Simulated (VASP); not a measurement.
Input of a VASP 6.6.1 run:

INCAR

```
SYSTEM = Os
PREC     = Accurate       ! precision mode
ENCUT    = 600            ! plane-wave cutoff, eV
EDIFF    = 1E-6           ! SCF threshold, eV
ISMEAR   = 0              ! smearing method
SIGMA    = 0.1            ! smearing width, eV
LREAL    = .False.        ! projectors in reciprocal space
LASPH    = .True.         ! aspherical terms in the spheres
NELM     = 100            ! most SCF steps
ALGO     = Normal         ! electronic algorithm
ISIF     = 3              ! what is computed and relaxed
LWAVE    = .False.        ! write WAVECAR
LCHARG   = .False.        ! write CHGCAR
GGA      = PS             ! functional
IBRION   = 2              ! ionic algorithm
NSW      = 90             ! ionic steps
EDIFFG   = -0.04          ! ionic threshold
```

KPOINTS

```
Automatic mesh
0
Gamma
  3 3 3
  0 0 0
```

The input POSCAR:

```
Os
1.0
    3.1258503540      1.8047105434      5.3308319516
   -3.1258503540      1.8047105434      5.3308319516
    0.0000000000     -3.6094210866      5.3308319516
Os
12
Direct
    0.0101900000      0.6536100000      0.0101900000
    0.0101900000      0.0101900000      0.6536100000
    0.6536100000      0.0101900000      0.0101900000
    0.9898100000      0.3463900000      0.9898100000
    0.3463900000      0.9898100000      0.9898100000
    0.9898100000      0.9898100000      0.3463900000
    0.2211800000      0.6306000000      0.2211800000
    0.2211800000      0.2211800000      0.6306000000
    0.6306000000      0.2211800000      0.2211800000
    0.7788200000      0.3694000000      0.7788200000
    0.3694000000      0.7788200000      0.7788200000
    0.7788200000      0.7788200000      0.3694000000
```

Potentials or basis: VASP PAW PBE potentials, release 64 (Os).

Launch:

```sh
$ cat potpaw_PBE.64/Os/POTCAR > POTCAR
$ mpirun -np 1 vasp_std > vasp.out
```

What does it give for the band gap on the k mesh?

Zero (bands 48 and 49 overlap by 0.27 eV).

What does it give for the relaxed cell?

a = 7.033 Å, b = 7.033 Å, c = 7.033 Å, α = 57.46°, β = 57.46°, γ = 57.46°.

Predict the relaxed volume.

19.30 Å³/atom.

What does it give for the space group after relaxing (to 0.1 Å)?

R-3m (No. 166).

Forces on the atoms (eV/Å):
```
Os   0.021 -0.012 -0.029
Os   0.000  0.024 -0.029
Os  -0.021 -0.012 -0.029
Os  -0.021  0.012  0.029
Os   0.021  0.012  0.029
Os   0.000 -0.024  0.029
Os  -0.017  0.010  0.008
Os   0.000 -0.020  0.008
Os   0.017  0.010  0.008
Os   0.017 -0.010 -0.008
Os  -0.017 -0.010 -0.008
Os   0.000  0.020 -0.008
```

Caveat: the k points lie up to 0.38 Å⁻¹ apart in the final cell; the volume moved by over 15 % at a fixed basis, so the end points are rough; the PAW data sets were made with another functional, which shifts forces and pressure a little; spin-orbit coupling is left out, which moves the levels of the heavy elements.
